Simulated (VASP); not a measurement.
**Na16H (a cell with a defect): single point with PBE**

System: Na16H (a cell with a defect).

```
Na H
1.0
     8.46000    0.00000    0.00000
     0.00000    8.46000    0.00000
     0.00000    0.00000    8.46000
Na H
16 1
Direct
  0.00541 0.00041 0.01718
  0.48220 0.00026 0.98988
  0.99442 0.50016 0.01126
  0.00499 0.00039 0.48282
  0.26840 0.26085 0.25033
  0.51099 0.50010 0.98813
  0.48210 0.00025 0.51060
  0.74382 0.23460 0.25046
  0.99435 0.50016 0.48910
  0.26834 0.73947 0.25033
  0.23781 0.26062 0.75012
  0.51099 0.50010 0.51234
  0.74352 0.76535 0.25049
  0.75615 0.23883 0.75017
  0.23783 0.73977 0.75012
  0.75607 0.76144 0.75017
  0.87343 0.00003 0.24972
```

* Program: VASP 6.6.1
* Task: single point
* Functional: PBE
* Potentials or basis: VASP PAW PBE potentials, release 64 (Na_pv, H)
* Cutoff: 520 eV
* k mesh: 2 × 2 × 2
* Occupations: gaussian, width 0.15 eV
* Spin: no spin polarisation
* Dipole correction: no
* Further INCAR settings: LREAL = Auto; ALGO = Normal; EDIFF = 1e-07; NBANDS = 70

```yaml
Pressure: -0.1 GPa
Largest_force: 0.012 eV/Å
Band_gap_on_the_k_mesh: zero (an odd number of electrons rules out a gap without spin polarisation)
```

Forces on the atoms (eV/Å):
```
Na  -0.005 -0.002  0.003
Na   0.000  0.000 -0.002
Na  -0.002  0.000  0.001
Na  -0.003 -0.002 -0.002
Na  -0.001  0.002  0.000
Na  -0.001  0.000  0.001
Na   0.000  0.000  0.003
Na   0.005 -0.004 -0.002
Na  -0.001  0.000  0.000
Na  -0.001 -0.001  0.000
Na   0.002  0.001  0.000
Na  -0.001  0.000  0.000
Na   0.008  0.008 -0.002
Na   0.000  0.000  0.000
Na   0.002 -0.001  0.000
Na   0.001  0.000  0.000
H   -0.004 -0.001  0.003
```

Levels at points of the mesh, in eV from the Fermi level:
```
           k point  band 53  band 54  band 55  band 56  band 57  band 58  band 59  band 60
(0.00, 0.00, 0.00)    -0.99    -0.99    -0.96    -0.17     0.85     0.87     0.87     0.88
(0.50, 0.00, 0.00)    -0.48    -0.48    -0.47    -0.46    -0.46    -0.44     0.50     1.34
(0.00, 0.50, 0.00)    -0.48    -0.47    -0.46    -0.46    -0.46    -0.44     0.52     1.35
(0.00, 0.00, 0.50)    -0.48    -0.47    -0.46    -0.46    -0.45    -0.44     0.52     1.35
(0.50, 0.50, 0.00)    -1.21     0.03     0.03     0.04     0.04     0.05     0.06     0.06
(0.00, 0.50, 0.50)    -1.24     0.05     0.05     0.05     0.05     0.05     0.05     0.05
(0.50, 0.00, 0.50)    -1.21     0.03     0.03     0.04     0.04     0.05     0.06     0.06
(0.50, 0.50, 0.50)    -1.51    -1.51    -1.49    -1.49     0.15     2.28     2.28     2.29
```

Wall time 13 min on 1 thread of Intel Xeon 8259CL, with other jobs on the host, peak memory 0.64 GiB.

Caveat: the k points lie up to 0.37 Å⁻¹ apart, too coarse for converged energies and pressures of a metal.
